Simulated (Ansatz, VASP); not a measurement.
CrCuTe3: VASP beside Ansatz

```
CELL_PARAMETERS angstrom
5.34513 0.00000 0.00000
0.00000 5.34513 0.00000
0.00000 0.00000 5.29362
ATOMIC_POSITIONS crystal
Cr 0.00000 0.00000 0.24086
Cu 0.50000 0.50000 0.50106
Te 0.50000 0.00000 0.35830
Te 0.50000 0.50000 0.97907
Te 0.00000 0.50000 0.35830
```

Change from the starting cell: species swapped into the KCrCl3 type (P4mm, No. 99).

Alike in both runs: functional PBE; k mesh 4 × 4 × 4; occupations gaussian, width 0.1 eV; collinear spin.

Ansatz relaxed the structure, and its values are those at the end. VASP's run is a single point on that final structure, the one shown.

```csv
,VASP,Ansatz
version,VASP 6.6.1,Ansatz 0.2.0
potentials or method,"VASP PAW PBE potentials, release 64 (Cr_pv, Cu, Te), cutoff 520 eV","scalar-relativistic, plane waves, PAW"
valence electrons in the cell,41,81
```

Ansatz gave:

```
gap on the k mesh at the Fermi level (eV)                     : none
pressure (GPa)                                                : 0.2
rms of the force components (eV/Å)                            : 0.009
net moment per atom (μB)                                      : 0.82
size of the moment on the site where the two differ most (μB) : 3.68
```

What did VASP give for the same quantities?

gap on the k mesh at the Fermi level (eV): none; pressure (GPa): 0.2; rms of the force components (eV/Å): 0.012; net moment per atom (μB): 0.82; size of the moment on the site where the two differ most (μB): 3.75.

Site moments also hang on the region over which each program counts them. A gap of «none» marks a metal or a gap that the smearing closes. With one functional, cell and mesh, what is left measures potentials, basis and numerics. VASP's potentials hold 41 valence electrons a cell and Ansatz's 81, so a difference there can come from the potentials and not from the codes.

Spin-orbit coupling is off throughout.
